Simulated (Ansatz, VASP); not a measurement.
**Nb2PtSe5 in VASP and in Ansatz**

```
CELL_PARAMETERS angstrom
3.52080 0.00000 0.00000
-1.76040 3.04911 0.00000
0.00000 0.00000 16.80337
ATOMIC_POSITIONS crystal
Nb 0.33333 0.66667 0.09833
Nb 0.33333 0.66667 0.49256
Pt 0.00000 0.00000 0.73895
Se 0.00000 0.00000 0.99911
Se 0.00000 0.00000 0.19721
Se 0.33333 0.66667 0.81354
Se 0.66667 0.33333 0.59393
Se 0.66667 0.33333 0.39538
```

Alike in both runs: functional PBE; k mesh 4 × 4 × 1; occupations gaussian, width 0.15 eV; no spin polarisation.

Ansatz relaxed the structure, and its values are those at the end. VASP's run is a single point on that final structure, the one shown.

```csv
,VASP,Ansatz
version,VASP 6.6.1,Ansatz 0.2.0
potentials or method,"VASP PAW PBE potentials, release 64 (Nb_sv, Pt, Se), cutoff 520 eV","scalar-relativistic, plane waves, PAW"
valence electrons in the cell,66,124
```

Ansatz gave:

```
gap on the k mesh at the Fermi level (eV) : none
pressure (GPa)                            : 0.0
rms of the force components (eV/Å)        : 0.013
```

Problem. Which values does VASP return?

Solution. gap on the k mesh at the Fermi level (eV): none; pressure (GPa): 0.0; rms of the force components (eV/Å): 0.019.

A gap of «none» marks a metal or a gap that the smearing closes. With one functional, cell and mesh, what is left measures potentials, basis and numerics. VASP's potentials hold 66 valence electrons a cell and Ansatz's 124, so a difference there can come from the potentials and not from the codes.

The k mesh is coarse, so the values compare programs but aren't converged. Spin-orbit coupling is off throughout.
